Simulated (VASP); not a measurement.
Set up this calculation in VASP 6.6.1, as the native input.

| Quantity | Value |
| --- | --- |
| Task | relaxation of cell and atoms |
| Functional | PBE |
| Potentials or basis | VASP PAW PBE potentials, release 64 (Mg, Be, Te) |
| Cutoff | 600 eV |
| k mesh | 2 × 2 × 2 |
| Occupations | gaussian, width 0.1 eV |
| Spin | no spin polarisation |
| Dipole correction | no |
| Further INCAR settings | ALGO = Normal; EDIFF = 1e-06; IBRION = 2; EDIFFG = -0.025; NSW = 80; ISIF = 3 |

The structure of Mg3BeTe4 lies in POSCAR:

```
Mg3BeTe4
1.0
    6.3296991110      0.1447184915      0.0301172016
    0.1447184915      6.4619923794      0.0581568556
    0.0301172016      0.0581568556      6.3296579268
Mg Be Te
3 1 4
Direct
    0.4954883392      1.0074076162      0.5037980391
   -0.0139625009      0.5047613075      0.5052824529
    0.4949281001      0.4810210728      0.9943755866
    0.0072051449     -0.0018743255      0.0098971130
    0.2241589548      0.7744314047      0.7703623789
    0.7778265373      0.7687545250      0.2213949629
    0.7831203126      0.2268664508      0.7705121434
    0.2312351120      0.2386319485      0.2243773232
```

These files were run (other wordings do the same):

INCAR

```
  ALGO = Normal
  EDIFF = 1E-6
  EDIFFG = -0.025
  ENCUT = 600
  GGA = PE
  IBRION = 2
  ISIF = 3
  ISMEAR = 0
  LASPH = T
  LCHARG = F
  LREAL = F
  LWAVE = F
  NELM = 100
  NSW = 80
  PREC = Accurate
  SIGMA = 0.1
```

KPOINTS

```
k-points
0
Gamma
  2 2 2
```

Potentials or basis: VASP PAW PBE potentials, release 64 (Mg, Be, Te).

The run is started by

```bash
$ cat potpaw_PBE.64/Mg/POTCAR potpaw_PBE.64/Be/POTCAR potpaw_PBE.64/Te/POTCAR > POTCAR
$ mpirun -np 1 vasp_std > vasp.out
```

It gave:

```json
{
 "Relaxed volume": "31.32 Å³/atom",
 "Relaxed cell": "a = 6.305 Å, b = 6.304 Å, c = 6.305 Å, α = 89.99°, β = 90.01°, γ = 90.00°",
 "Space group after relaxing (to 0.1 Å)": "P-43m (No. 215)",
 "Energy gained by relaxing": "26.1 meV/atom",
 "Ionic steps": "15",
 "Pressure after relaxing": "0.0 GPa",
 "Largest force after relaxing": "0.009 eV/Å",
 "Band gap on the k mesh": "2.32 eV"
}
```

Caveat: the k points lie up to 0.50 Å⁻¹ apart in the final cell; spin-orbit coupling is left out, which moves the levels of the heavy elements.

Run time: 5.8 min on 1 thread of AMD EPYC 9R45 96-Core Processor (Zen 5) (shared host), peak memory 0.42 GiB.
